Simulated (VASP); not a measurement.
# Si (C2/c) in VASP: notebook

Si is run at these levels: PBE, r2SCAN+D4, r2SCAN; tasks: single point.

Everything below comes from runs of VASP 6.6.1. Logs are shortened: lines on timing, memory, paths and dates and some standing lists are left out, and cuts for length are marked.

## 1. The cell of the first run

The typed cell holds 2 atoms: a = 3.652 Å, b = 3.652 Å, c = 3.657 Å, α = 97.53°, β = 97.53°, γ = 137.55°.

## 2. Single point, PBE

Input file INCAR:

```
SYSTEM = Si
  PREC = Accurate
  ENCUT = 520
  EDIFF = 1E-6
  ISMEAR = 1
  SIGMA = 0.1
  LREAL = .FALSE.
  LASPH = .TRUE.
  NELM = 80
  ALGO = Normal
  ISIF = 2
  LWAVE = .FALSE.
  LCHARG = .FALSE.
  GGA = PE
  ISYM = 0
  NBANDS = 11
```

Input file KPOINTS:

```
Automatic mesh
0
G
  14 14 10
  0 0 0
```

Input file POSCAR:

```
Si
1.0
   -2.4073209840      2.4070865553      1.3222184415
    2.4070865553     -2.4073209840      1.3222184415
    2.4106393998      2.4106393998     -1.3226366539
Si
2
Direct
    0.2501345942      0.7498654058      0.5000000000
    0.4998654058      0.5001345942      0.0000000000
```

Potentials or basis: VASP PAW PBE potentials, release 64 (Si).

Command:

```sh
$ cat potpaw_PBE.64/Si/POTCAR > POTCAR
$ mpirun -np 1 vasp_std > vasp.out
```

OUTCAR:

```text
SYSTEM = Si
   PREC = Accurate
   ENCUT = 520
   EDIFF = 1E-6
   ISMEAR = 1
   LREAL = .FALSE.
   LASPH = .TRUE.
   NELM = 80
   ISIF = 2
   GGA = PE
   ISYM = 0

 ion  position               nearest neighbor table
   1  0.250  0.750  0.500-   2 2.50   2 2.50   2 2.50   2 2.50   2 3.12   2 3.12   2 3.12   2 3.12

   2  0.500  0.500  0.000-   1 2.50   1 2.50   1 2.50   1 2.50   1 3.12   1 3.12   1 3.12   1 3.12

IMPORTANT INFORMATION: All symmetrisations will be switched off!
NOSYMM: (Re-)initialisation of all symmetry stuff for point group C_1.

----------------------------------------------------------------------------------------

                                     Primitive cell

  volume of cell :      30.6893

  direct lattice vectors                    reciprocal lattice vectors
    -2.407320984  2.407086555  1.322218442    -0.000110165  0.207599712  0.378170736
     2.407086555 -2.407320984  1.322218442     0.207599712 -0.000110165  0.378170736
     2.410639400  2.410639400 -1.322636654     0.207423939  0.207423939  0.000036776

  length of vectors
     3.652057175  3.652057175  3.656737938     0.431405561  0.431405561  0.293341751

  position of ions in fractional coordinates (direct lattice)
     0.250134594  0.749865406  0.500000000
     0.499865406  0.500134594  0.000000000

  ion indices of the primitive-cell ions
   primitive index   ion index
                 1           1
                 2           2

----------------------------------------------------------------------------------------

 KPOINTS: Automatic mesh

Automatic generation of k-mesh.
 Grid dimensions read from file:
 generate k-points for:   14   14   10

 Generating k-lattice:

  Cartesian coordinates                     Fractional coordinates (reciprocal lattice)
    -0.000007869  0.014828551  0.027012195     0.071428571  0.000000000 -0.000000000
     0.014828551 -0.000007869  0.027012195     0.000000000  0.071428571 -0.000000000
     0.020742394  0.020742394  0.000003678    -0.000000000 -0.000000000  0.100000000

  Length of vectors
     0.030814683  0.030814683  0.029334175

  Shift w.r.t. Gamma in fractional coordinates (k-lattice)
     0.000000000  0.000000000  0.000000000

 Subroutine IBZKPT returns following result:
 ===========================================

 Found    984 irreducible k-points:

 Following reciprocal coordinates:
            Coordinates               Weight
  0.000000  0.000000  0.000000      1.000000
  0.071429  0.000000  0.000000      2.000000
  0.000000 -0.071429 -0.000000      2.000000
  0.142857  0.000000  0.000000      2.000000
  0.000000 -0.142857  0.000000      2.000000
[... 48 lines left out ...]
   PSTRESS=    0.0 pullay stress
   NELECT =       8.0000    total number of electrons
   NUPDOWN=      -1.0000    fix difference up-down
   EMIN   =  10.00;   EMAX   =-10.00  energy-range for DOS
   EFERMI =   0.00;   METHOD = LEGACY
   ISMEAR =     1;   SIGMA  =   0.10  broadening in eV -4-tet -1-fermi 0-gaus
   EFERMI_NEDOS =   21; number of points for ismear=-14 and -15
   IALGO  =     38    algorithm
   IMIX   =      4    mixing-type and parameters
     AMIX     =   0.40;   BMIX     =  1.00
     AMIX_MAG =   1.60;   BMIX_MAG =  1.00
  volume/ion in A,a.u.               =      15.34       103.55
  Fermi-wavevector in a.u.,A,eV,Ry     =   1.045785  1.976247 14.880235  1.093666
  Thomas-Fermi vector in A             =   2.180595
   LORBIT       =      0    0 simple, 1 ext, 2 COOP (PROOUT), +10 PAW based schemes
   GGA     = PE    functional components
   LHFCALC =     F    Hartree Fock is set to
   AEXX    =    0.0000 exact exchange contribution
   IVDW    =     0    specifies the selected vdW correction
   LEPSILON=     F    determine dielectric tensor
   LRPA    =     F    only Hartree local field effects (RPA)
 non-spin polarized calculation
 Methfessel and Paxton  Order N= 1 SIGMA  =   0.10
  energy-cutoff  :      520.00
  volume of cell :       30.69
 maximum number of plane-waves:       840
   NGX = 13   NGY = 13   NGZ = 13

 number of electron       7.9999999 magnetization

 Free energy of the ion-electron system (eV)
  ---------------------------------------------------
  ext. energy  EPLUGINS =         0.00000000
  ---------------------------------------------------
  free energy    TOTEN  =       -10.26720526 eV

  energy without entropy =      -10.26736172  energy(sigma->0) =      -10.26725741

 E-fermi :   9.0532     XC(G=0): -10.8795

 val. band max:        9.0490563189   @ k =  -0.2857  -0.3571  -0.0000
 cond. band min:       9.0595456471   @ k =  -0.1429  -0.2143   0.1000
 fundamental gap:      0.0104893281
 Fermi energy:         9.0532340202

 k-point     1 :       0.0000    0.0000    0.0000
  band No.  band energies     occupation
      1      -4.6140      2.00000
      2       6.5451      2.00000
      3       6.5738      2.00000
      4       6.9214      2.00000
      5      10.6577     -0.00000
      6      16.6253      0.00000
      7      17.8383      0.00000
      8      17.8466      0.00000
      9      18.3890      0.00000
     10      19.1908      0.00000
     11      19.6676      0.00000
[... 309 lines left out ...]
 k-point    24 :      -0.0714   -0.3571   -0.0000
  band No.  band energies     occupation
      1      -0.0904      2.00000
      2       4.4425      2.00000
      3       6.4602      2.00000
      4       7.3107      2.00000
      5       8.4346      2.00000
      6      10.8119     -0.00000
      7      12.9932      0.00000
      8      14.8684      0.00000
      9      15.9409      0.00000
     10      18.2321      0.00000
     11      21.7219      0.00000

 [... further k-points ...]

------------------------ aborting loop because EDIFF is reached ----------------------------------------

  FORCE on cell =-STRESS in cart. coord.  units (eV):
  Direction    XX          YY          ZZ          XY          YZ          ZX
  --------------------------------------------------------------------------------------
  -------------------------------------------------------------------------------------
  Total       -0.0127454     -0.0127458     -0.0080254      0.0002929     -0.0006198     -0.0006200
  in kB       -0.6653884     -0.6654131     -0.4189777      0.0152931     -0.0323561     -0.0323680
  external PRESSURE =      -0.5832597 kB  Pullay stress =       0.0000000 kB

 VOLUME and BASIS-vectors are now :
 -----------------------------------------------------------------------------
  energy-cutoff  :      520.00
  volume of cell :       30.69
      direct lattice vectors                 reciprocal lattice vectors
    -2.407320984  2.407086555  1.322218442    -0.000110165  0.207599712  0.378170736
     2.407086555 -2.407320984  1.322218442     0.207599712 -0.000110165  0.378170736
     2.410639400  2.410639400 -1.322636654     0.207423939  0.207423939  0.000036776

 POSITION                                       TOTAL-FORCE (eV/Angst)
 -----------------------------------------------------------------------------------
      2.40816      0.00225      0.66090         0.000095     -0.000095      0.000000
      0.00053     -0.00077      1.32222        -0.000095      0.000095     -0.000000
 -----------------------------------------------------------------------------------
    total drift:                                0.000000     -0.000000     -0.000000

  FREE ENERGIE OF THE ION-ELECTRON SYSTEM (eV)
  ---------------------------------------------------
  free  energy   TOTEN  =       -10.2672052566 eV

  energy  without entropy=      -10.2673617210  energy(sigma->0) =      -10.26725741
```

Run time: 7.5 min. Hardware: 1 thread of AMD EPYC 7R13, shared host; peak memory 0.33 GiB.

What came out:

```yaml
Free_energy: -10.2672 eV
Pressure: -0.1 GPa
Band_gap_on_the_k_mesh: zero (bands 4 and 5 overlap by 6.13 eV)
```

## 3. Single point, r2SCAN+D4

This run uses another cell than the first one, of 15.04 Å³/atom.

Input file POSCAR:

```
Si
1.0
   -2.3836312216      2.3863452033      1.3201301675
    2.3863452033     -2.3836312216      1.3201301675
    2.3876285583      2.3876285583     -1.3152885214
Si
2
Direct
    0.2499853486      0.7500146514      0.5000000000
    0.5000146514      0.4999853486      0.0000000000
```

Input file INCAR.step1:

```
SYSTEM = Si
  ALGO = Normal
  EDIFF = 1E-4
  ENCUT = 520
  GGA = PE
  ISMEAR = 1
  ISYM = 0
  LASPH = .True.
  LCHARG = .False.
  LREAL = .False.
  LWAVE = .True.
  NBANDS = 11
  NELM = 60
  PREC = Accurate
  SIGMA = 0.1
```

Input file INCAR.step2:

```
SYSTEM = Si
  ALGO = Normal
  EDIFF = 1E-6
  ENCUT = 520
  ISIF = 2
  ISMEAR = 1
  ISTART = 1
  ISYM = 0
  IVDW = 13
  LASPH = .True.
  LCHARG = .False.
  LMIXTAU = .True.
  LREAL = .False.
  LWAVE = .False.
  METAGGA = R2SCAN
  NBANDS = 11
  NELM = 60
  PREC = Accurate
  SIGMA = 0.1
  VDW_A1 = 0.51559235
  VDW_A2 = 5.77342911
  VDW_S6 = 1.0
  VDW_S8 = 0.6018749
```

Input file KPOINTS:

```
k-points
0
Gamma
  14 14 10
  0 0 0
```

Potentials or basis: VASP PAW PBE potentials, release 64 (Si).

Command:

```sh
$ cat potpaw_PBE.64/Si/POTCAR > POTCAR
$ cp INCAR.step1 INCAR
$ mpirun -np 1 vasp_std > vasp.out
$ cp INCAR.step2 INCAR
$ mpirun -np 1 vasp_std > vasp.out
```

Run time: 31 min. Hardware: 1 thread of AMD EPYC 7R13, shared host; peak memory 0.33 GiB.

It converged, with:

* Free energy: -16.9873 eV
* Pressure: -0.1 GPa
* Band gap on the k mesh: zero (bands 4 and 5 overlap by 6.71 eV)
* Dispersion energy per atom: -0.153 eV

Forces on the atoms (eV/Å):
```
Si  -0.001  0.001  0.000
Si   0.001 -0.001  0.000
```

Stress tensor (GPa, compression positive):
```
-0.18  0.02  0.00
 0.02 -0.18  0.00
 0.00  0.00 -0.08
```

Levels at points of the mesh, in eV from the Fermi level:
```csv
k point,band 1,band 2,band 3,band 4,band 5,band 6,band 7,band 8,band 9
"(0.00, 0.00, 0.00)",-14.63,-2.78,-2.74,-1.94,1.83,7.96,9.52,9.53,9.98
"(0.50, 0.00, 0.00)",-8.03,-7.23,-2.34,-1.89,-1.50,1.26,4.91,5.89,9.69
"(0.00, 0.50, 0.00)",-8.03,-7.23,-2.34,-1.89,-1.50,1.26,4.91,5.89,9.69
"(0.50, 0.50, 0.00)",-11.33,-11.33,0.24,0.24,2.85,2.85,8.94,9.03,10.08
"(0.00, 0.00, 0.50)",-11.34,-11.34,0.27,0.27,2.88,2.88,8.99,8.99,10.11
"(0.50, 0.00, 0.50)",-8.00,-7.22,-2.36,-1.91,-1.53,1.24,4.84,5.84,9.75
"(0.00, 0.50, 0.50)",-8.00,-7.22,-2.36,-1.91,-1.53,1.24,4.84,5.84,9.75
"(0.50, 0.50, 0.50)",-8.79,-8.79,-7.23,-7.23,6.16,6.16,14.00,14.00,14.82
```

Caveat: the PAW data sets were made with another functional, which shifts forces and pressure a little.

## 4. Single point, r2SCAN

This run uses another cell than the first one, of 15.24 Å³/atom.

Input file POSCAR:

```
Si
1.0
   -2.3933999177      2.3957754098      1.3265518074
    2.3957754098     -2.3933999177      1.3265518074
    2.3971965106      2.3971965106     -1.3223140146
Si
2
Direct
    0.2500240730      0.7499759270      0.5000000000
    0.4999759270      0.5000240730      0.0000000000
```

Input file INCAR.step1:

```
SYSTEM = Si
ALGO = Normal
EDIFF = 1E-4
ENCUT = 520
GGA = PE
ISMEAR = 1
ISYM = 0
LASPH = .TRUE.
LCHARG = .FALSE.
LREAL = .FALSE.
LWAVE = .TRUE.
NBANDS = 11
NELM = 60
PREC = Accurate
SIGMA = 0.1
```

Input file INCAR.step2:

```
SYSTEM = Si
ALGO = Normal
EDIFF = 1E-6
ENCUT = 520
ISIF = 2
ISMEAR = 1
ISTART = 1
ISYM = 0
LASPH = .TRUE.
LCHARG = .FALSE.
LMIXTAU = .TRUE.
LREAL = .FALSE.
LWAVE = .FALSE.
METAGGA = R2SCAN
NBANDS = 11
NELM = 60
PREC = Accurate
SIGMA = 0.1
```

Input file KPOINTS:

```
k-points
0
G
  14 14 10
  0 0 0
```

Command:

```sh
$ cat potpaw_PBE.64/Si/POTCAR > POTCAR
$ cp INCAR.step1 INCAR
$ mpirun -np 1 vasp_std > vasp.out
$ cp INCAR.step2 INCAR
$ mpirun -np 1 vasp_std > vasp.out
```

Run time: 33 min. Hardware: 1 thread of AMD EPYC 7R13, shared host; peak memory 0.34 GiB.

It converged, with:

```
Free energy            : -16.6819 eV
Pressure               : -0.1 GPa
Band gap on the k mesh : zero (bands 4 and 5 overlap by 6.62 eV)
```

Forces on the atoms (eV/Å):
```
Si  -0.002  0.002  0.000
Si   0.002 -0.002  0.000
```

Stress tensor (GPa, compression positive):
```
-0.17  0.03  0.02
 0.03 -0.17  0.02
 0.02  0.02 -0.07
```

Levels at points of the mesh, in eV from the Fermi level:
```csv
k point,band 2,band 3,band 4,band 5,band 6,band 7
"(0.00, 0.00, 0.00)",-2.74,-2.70,-1.97,1.89,7.91,9.42
"(0.50, 0.00, 0.00)",-7.15,-2.31,-1.87,-1.53,1.31,4.85
"(0.00, 0.50, 0.00)",-7.15,-2.31,-1.87,-1.53,1.31,4.85
"(0.50, 0.50, 0.00)",-11.23,0.26,0.26,2.84,2.84,8.83
"(0.00, 0.00, 0.50)",-11.24,0.28,0.28,2.87,2.87,8.88
"(0.50, 0.00, 0.50)",-7.14,-2.33,-1.89,-1.55,1.29,4.79
"(0.00, 0.50, 0.50)",-7.14,-2.33,-1.89,-1.55,1.29,4.79
"(0.50, 0.50, 0.50)",-8.73,-7.13,-7.13,6.10,6.10,13.82
```

Caveat: the PAW data sets were made with another functional, which shifts forces and pressure a little.

## 5. The runs side by side

```tsv
level	cell	gap on the mesh (eV)	pressure (GPa)
PBE	a = 3.652, b = 3.652, c = 3.657 Å, angles 97.5, 97.5, 137.5°, 2 atoms, atomic positions A	none	-0.1
r2SCAN+D4	a = 3.622, b = 3.622, c = 3.624 Å, angles 97.6, 97.6, 137.2°, 2 atoms, atomic positions B	none	-0.1
r2SCAN	a = 3.637, b = 3.637, c = 3.639 Å, angles 97.6, 97.6, 137.2°, 2 atoms, atomic positions B	none	-0.1
```

Alike in all rows: task single point; potentials or basis VASP PAW PBE potentials, release 64 (Si); no spin polarisation; k mesh 14 × 14 × 10; cutoff (eV) 520; smearing methfessel-paxton 0.1 eV.

Caveats: the PAW data sets were made with another functional, which shifts forces and pressure a little (at least some runs).

Absolute energies hang on the potentials; compare differences alone.
